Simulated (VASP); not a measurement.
# LiF (P6_3/mmc) in VASP: G0W0 quasiparticle levels with PBE

Aim: the G0W0 quasiparticle levels of LiF with PBE.

Program: VASP 6.6.1. These are calculated values, not measurements. Logs are shortened: lines on timing, memory, paths and dates and some standing lists are left out, and cuts for length are marked.

## Step 1: The cell of the first run

The structure is hexagonal, space group P6_3/mmc (No. 194). Conventional cell: a = 2.776 Å, b = 2.776 Å, c = 4.783 Å, α = 90.00°, β = 90.00°, γ = 120.00°. Within 2.6 Å of Li (site symmetry -3m) lie 6 F at 2.00 Å and 2 Li at 2.39 Å. F (site symmetry -6m2) has 6 Li at 2.00 Å within 2.6 Å.

## Step 2: G0W0 quasiparticle levels, PBE

The input, POSCAR:

```
LiF
1.0
    2.7757075842      0.0000000000      0.0000000000
   -1.3878537921      2.4038332814      0.0000000000
    0.0000000000      0.0000000000      4.7826938714
Li F
2 2
Direct
    0.0000000000      0.0000000000      0.0000000000
    0.0000000000      0.0000000000      0.5000000000
    0.3333333333      0.6666666667      0.2500000000
    0.6666666667      0.3333333333      0.7500000000
```

The input, INCAR.step1:

```
PREC = Accurate ; ENCUT = 500
EDIFF = 1E-8 ; ISMEAR = 0
SIGMA = 0.01 ; LREAL = False
LASPH = True ; NELM = 60
ALGO = Normal ; LWAVE = True
LCHARG = False ; GGA = PE
```

The input, INCAR.step2:

```
PREC = Accurate ; ENCUT = 500
EDIFF = 1E-8 ; ISMEAR = 0
SIGMA = 0.01 ; LREAL = False
LASPH = True ; NELM = 1
ALGO = Exact ; LWAVE = True
LCHARG = False ; GGA = PE
NBANDS = 59 ; LOPTICS = True
ISTART = 1
```

The input, INCAR.step3:

```
PREC = Accurate ; ENCUT = 500
EDIFF = 1E-8 ; ISMEAR = 0
SIGMA = 0.01 ; LREAL = False
LASPH = True ; ALGO = EVGW0
LWAVE = False ; LCHARG = False
GGA = PE ; NELMGW = 1
NBANDS = 59 ; ENCUTGW = 80.0
NOMEGA = 96 ; PRECFOCK = Fast
ISTART = 1 ; NBANDSGW = 16
OMEGAMAX = 30
```

The input, KPOINTS:

```
Automatic mesh
0
Gamma
  6 6 4
```

Potentials or basis: VASP PAW PBE potentials, release 64 (Li_GW, F_GW).

Launch:

```sh
cat potpaw_PBE.64/Li_GW/POTCAR potpaw_PBE.64/F_GW/POTCAR > POTCAR
cp INCAR.step1 INCAR
mpirun -np 1 vasp_std > vasp.out
cp INCAR.step2 INCAR
mpirun -np 1 vasp_std > vasp.out
cp INCAR.step3 INCAR
mpirun -np 1 vasp_std > vasp.out
```

OUTCAR:

```text
PREC = Accurate
   ENCUT = 500
   EDIFF = 1E-8
   ISMEAR = 0
   LREAL = False
   LASPH = True
   GGA = PE
   NELMGW = 1
   ENCUTGW = 80.0
   PRECFOCK = Fast
   ISTART = 1

 ion  position               nearest neighbor table
   1  0.000  0.000  0.000-   3 2.00   4 2.00   4 2.00   3 2.00   4 2.00   3 2.00   2 2.39   2 2.39

   2  0.000  0.000  0.500-   3 2.00   4 2.00   4 2.00   3 2.00   4 2.00   3 2.00   1 2.39   1 2.39

   3  0.333  0.667  0.250-   1 2.00   2 2.00   1 2.00   2 2.00   1 2.00   2 2.00
   4  0.667  0.333  0.750-   1 2.00   2 2.00   1 2.00   2 2.00   1 2.00   2 2.00

  LATTYP: Found a hexagonal cell.
 ALAT       =     2.7757075842
 C/A-ratio  =     1.7230539336

  Lattice vectors:

 A1 = (   2.7757075842,   0.0000000000,   0.0000000000)
 A2 = (  -1.3878537921,   2.4038332814,   0.0000000000)
 A3 = (   0.0000000000,   0.0000000000,   4.7826938714)

Analysis of symmetry for initial positions (statically):
=====================================================================
 Subroutine PRICEL returns:
 Original cell was already a primitive cell.

 Routine SETGRP: Setting up the symmetry group for a
 hexagonal supercell.

 Subroutine GETGRP returns: Found 24 space group operations
 (whereof 12 operations were pure point group operations)
 out of a pool of 24 trial point group operations.

The static configuration has the point symmetry D_3d.
 The point group associated with its full space group is D_6h.

Analysis of symmetry for dynamics (positions and initial velocities):
=====================================================================
 Subroutine PRICEL returns:
 Original cell was already a primitive cell.

 Routine SETGRP: Setting up the symmetry group for a
 hexagonal supercell.

 Subroutine GETGRP returns: Found 24 space group operations
 (whereof 12 operations were pure point group operations)
 out of a pool of 24 trial point group operations.

The dynamic configuration has the point symmetry D_3d.
 The point group associated with its full space group is D_6h.

 Subroutine INISYM returns: Found 24 space group operations
 (whereof 12 operations are pure point group operations),
 and found     1 'primitive' translations

----------------------------------------------------------------------------------------

                                     Primitive cell

  volume of cell :      31.9118

  direct lattice vectors                    reciprocal lattice vectors
     2.775707584  0.000000000  0.000000000     0.360268497  0.208001114  0.000000000
    -1.387853792  2.403833281  0.000000000     0.000000000  0.416002228  0.000000000
     0.000000000  0.000000000  4.782693871     0.000000000  0.000000000  0.209087185

  length of vectors
     2.775707584  2.775707584  4.782693871     0.416002228  0.416002228  0.209087185

  position of ions in fractional coordinates (direct lattice)
     0.000000000  0.000000000  0.000000000
     0.000000000  0.000000000  0.500000000
     0.333333333  0.666666667  0.250000000
     0.666666667  0.333333333  0.750000000

  ion indices of the primitive-cell ions
   primitive index   ion index
                 1           1
                 2           2
                 3           3
                 4           4

----------------------------------------------------------------------------------------

 KPOINTS: Automatic mesh

Automatic generation of k-mesh.
 Grid dimensions read from file:
 generate k-points for:    6    6    4

 Generating k-lattice:

  Cartesian coordinates                     Fractional coordinates (reciprocal lattice)
     0.060044750  0.034666852  0.000000000     0.166666667  0.000000000  0.000000000
     0.000000000  0.069333705  0.000000000     0.000000000  0.166666667  0.000000000
     0.000000000  0.000000000  0.052271796     0.000000000  0.000000000  0.250000000

  Length of vectors
     0.069333705  0.069333705  0.052271796

  Shift w.r.t. Gamma in fractional coordinates (k-lattice)
     0.000000000  0.000000000  0.000000000

 Subroutine IBZKPT returns following result:
 ===========================================

 Found     21 irreducible k-points:

 Following reciprocal coordinates:
            Coordinates               Weight
  0.000000  0.000000  0.000000      1.000000
  0.166667 -0.000000  0.000000      6.000000
  0.333333  0.000000  0.000000      6.000000
  0.500000  0.000000  0.000000      3.000000
  0.166667  0.166667  0.000000      6.000000
  0.333333  0.166667  0.000000     12.000000
[... 13 lines left out ...]
  0.333333  0.166667  0.500000     12.000000
  0.333333  0.333333  0.500000      2.000000
   k-points           NKPTS =     21   k-points in BZ     NKDIM =    144   number of bands    NBANDS=     59
   number of dos      NEDOS =    301   number of ions     NIONS =      4
   total plane-waves  NPLWV =  14400
   dimension x,y,z NGX =    20 NGY =   20 NGZ =   36
   dimension x,y,z NGXF=    40 NGYF=   40 NGZF=   72
   ions per type =               2   2
   NGX,Y,Z   is equivalent  to a cutoff of  11.98, 11.98, 12.51 a.u.
   NGXF,Y,Z  is equivalent  to a cutoff of  23.96, 23.96, 25.03 a.u.
 SYSTEM =  unknown system
   PREC   = accura    normal or accurate (medium, high low for compatibility)
   ISTART =      1    job   : 0-new  1-cont  2-samecut
   ICHARG =      0    charge: 1-file 2-atom 10-const
   ISPIN  =      1    spin polarized calculation?
   LNONCOLLINEAR =      F non collinear calculations
   LSORBIT =      F    spin-orbit coupling
   LASPH  =      T    aspherical Exc in radial PAW
   ENCUT  =  500.0 eV  36.75 Ry    6.06 a.u.   5.06  5.06  8.72*2*pi/ulx,y,z
   NELM   =     60;   NELMIN=  2; NELMDL=  0     # of ELM steps
   EDIFF  = 0.1E-07   stopping-criterion for ELM
   LREAL  =      F    real-space projection
   EDIFFG = 0.1E-06   stopping-criterion for IOM
   NSW    =      0    number of steps for IOM
   IBRION =     -1    ionic relax: 0-MD 1-quasi-New 2-CG
   NFREE  =      0    steps in history (QN), initial steepest desc. (CG)
   ISIF   =      0    stress and relaxation
   ISYM   =      3    0-nonsym 1-usesym 2-fastsym
   POTIM  = 0.5000    time-step for ionic-motion
   TEBEG  =    0.0;   TEEND  =   0.0 temperature during run
   PSTRESS=    0.0 pullay stress
   NELECT =      16.0000    total number of electrons
   NUPDOWN=      -1.0000    fix difference up-down
   EMIN   =  10.00;   EMAX   =-10.00  energy-range for DOS
   EFERMI =   0.00;   METHOD = LEGACY
   ISMEAR =     0;   SIGMA  =   0.01  broadening in eV -4-tet -1-fermi 0-gaus
   EFERMI_NEDOS =   21; number of points for ismear=-14 and -15
   IALGO  =     38    algorithm
   IMIX   =      4    mixing-type and parameters
     AMIX     =   0.40;   BMIX     =  1.00
     AMIX_MAG =   1.60;   BMIX_MAG =  1.00
  volume/ion in A,a.u.               =       7.98        53.84
  Fermi-wavevector in a.u.,A,eV,Ry     =   1.300563  2.457707 23.013754  1.691463
  Thomas-Fermi vector in A             =   2.431753
   LORBIT       =      0    0 simple, 1 ext, 2 COOP (PROOUT), +10 PAW based schemes
   GGA     = PE    functional components
   LHFCALC =     T    Hartree Fock is set to
   PRECFOCK=fast      Normal, Fast or Accurate (Low or Medium for compatibility)
   ENCUT4O =  -1.0   cutoff for four orbital integrals eV
   NKREDX  =     1    reduce k-point grid by
   NKREDY  =     1    reduce k-point grid by
   NKREDZ  =     1    reduce k-point grid by
   AEXX    =    1.0000 exact exchange contribution
   HFSCREEN=    0.0000 screening length (either q_TF or 0.3 A-1)
   HFSCREENC=   0.0000 screening length for correlation (either q_TF or 0.3 A-1)
   ENCUTFOCK=  -1.0 apply spherical cutoff to Coloumb kernel
   IVDW    =     0    specifies the selected vdW correction
   LEPSILON=     F    determine dielectric tensor
   LRPA    =     F    only Hartree local field effects (RPA)
   LRPAFORCE           =     F    calculate RPA forces
   ENCUTGW             =  80.0    cutoff for response function in eV
   ENCUTGWSOFT         =  64.0    soft cutoff for Coulomb kernel in GW response function in eV
   ENCUTLF             =  -1.0    cutoff for local field effects
   NELMGW              =     1    number of iterations in solving QP/BSE equation
   NELMHF              =     1    number of iterations in the inner HF iteration
   NKREDLFX            =     1    NKREDLFY  =   1   NKREDLFZ  =   1
 non-spin polarized calculation
 Gauss-broadening in eV      SIGMA  =   0.01
  energy-cutoff  :      500.00
  volume of cell :       31.91
 maximum number of plane-waves:       825
  NGX = 12; NGY = 12; NGZ = 20
   NGX = 11   NGY = 11   NGZ = 17
 maximum number of plane-waves:        60
 NGX is ok and might be reduce to    10

 QP shifts <psi_nk| G(iteration)W_0 |psi_nk>: iteration 1
 for sc-GW calculations column KS-energies equals QP-energies in previous step
 and V_xc(KS)=  KS-energies - (<T + V_ion + V_H > + <T+V_H+V_ion>^1  + <V_x>^1)

 k-point   1 :       0.0000    0.0000    0.0000
  band No.  KS-energies  QP-energies   sigma(KS)   V_xc(KS)     V^pw_x(r,r')   Z            occupation Imag(sigma)

      1     -23.1933     -28.1457     -28.4637     -22.2954     -36.5040       0.8029       2.0000       1.0638
      2     -22.7929     -27.7512     -28.9207     -22.8365     -36.9769       0.8150       2.0000       1.0173
      3      -5.7446      -8.9314     -22.9598     -19.0464     -27.3863       0.8144       2.0000       0.0908
      4      -3.3032      -5.9773     -25.9581     -22.7076     -30.5541       0.8227       2.0000       0.0726
      5      -3.1917      -5.8318     -26.0159     -22.8020     -30.6630       0.8215       2.0000       0.0737
      6      -3.1917      -5.8318     -26.0159     -22.8020     -30.6630       0.8215       2.0000       0.0737
[... 8 lines left out ...]
     15      20.3560      22.9602      -4.8741      -7.8835      -1.2456       0.8653       0.0000      -0.0960
     16      20.3560      22.9602      -4.8741      -7.8835      -1.2456       0.8653       0.0000      -0.0960

 k-point   2 :       0.1667   -0.0000    0.0000
  band No.  KS-energies  QP-energies   sigma(KS)   V_xc(KS)     V^pw_x(r,r')   Z            occupation Imag(sigma)

      1     -23.0795     -28.0393     -28.5771     -22.4346     -36.6237       0.8075       2.0000       1.0552
      2     -22.6936     -27.6436     -29.0274     -22.9612     -37.0906       0.8160       2.0000       1.0049
      3      -5.6072      -8.7576     -23.0717     -19.2054     -27.4945       0.8148       2.0000       0.0893
      4      -4.0000      -6.7969     -24.7976     -21.3835     -29.3278       0.8192       2.0000       0.0776
      5      -3.6462      -6.3770     -25.2175     -21.8924     -29.7594       0.8213       2.0000       0.0751
      6      -3.4291      -6.1159     -25.6688     -22.3938     -30.2930       0.8204       2.0000       0.0748
[... 8 lines left out ...]
     15      18.1856      20.0237      -5.9336      -8.0570      -2.3897       0.8657       0.0000      -0.0869
     16      18.5875      21.0425      -5.1760      -7.9926      -1.6823       0.8716       0.0000      -0.0754
[... 348 lines left out ...]
      5      -4.3350      -7.2035     -24.5105     -21.0049     -29.0369       0.8183       2.0000       0.0797
      6      -4.3350      -7.2035     -24.5105     -21.0049     -29.0369       0.8183       2.0000       0.0797
[... 8 lines left out ...]
     15      18.3594      20.6892      -6.0309      -8.7204      -2.5042       0.8662       0.0000      -0.0814
     16      18.3594      20.6892      -6.0309      -8.7204      -2.5042       0.8662       0.0000      -0.0814

 k-point  21 :       0.3333    0.3333    0.5000
  band No.  KS-energies  QP-energies   sigma(KS)   V_xc(KS)     V^pw_x(r,r')   Z            occupation Imag(sigma)

      1     -22.4784     -27.3635     -29.2426     -23.2237     -37.3297       0.8116       2.0000       0.9768
      2     -22.4784     -27.3635     -29.2426     -23.2237     -37.3297       0.8116       2.0000       0.9768
      3      -5.5998      -8.6845     -22.8863     -19.1003     -27.2925       0.8147       2.0000       0.0902
      4      -5.5998      -8.6845     -22.8863     -19.1003     -27.2925       0.8147       2.0000       0.0902
      5      -4.8156      -7.7801     -23.9662     -20.3338     -28.4862       0.8161       2.0000       0.0842
      6      -4.8156      -7.7801     -23.9662     -20.3338     -28.4862       0.8161       2.0000       0.0842
[... 8 lines left out ...]
     15      19.0897      21.3791      -5.7226      -8.3584      -2.1958       0.8686       0.0000      -0.0826
     16      19.0897      21.3791      -5.7226      -8.3584      -2.1958       0.8686       0.0000      -0.0826
```

Run time: 2.9 min. Hardware: 1 thread of Intel Xeon 6975P-C (Granite Rapids), shared host; peak memory 0.42 GiB.

Results:

```
Quasiparticle gap                                   : 13.45 eV
Least direct quasiparticle gap                      : 13.45 eV
Band gap of the starting levels on the mesh         : 9.17 eV
Least direct gap of the starting levels on the mesh : 9.17 eV
```

Caveat: the k points lie up to 0.44 Å⁻¹ apart; bands, screening cutoff and mesh are small and nothing is extrapolated, so the quasiparticle values aren't converged.
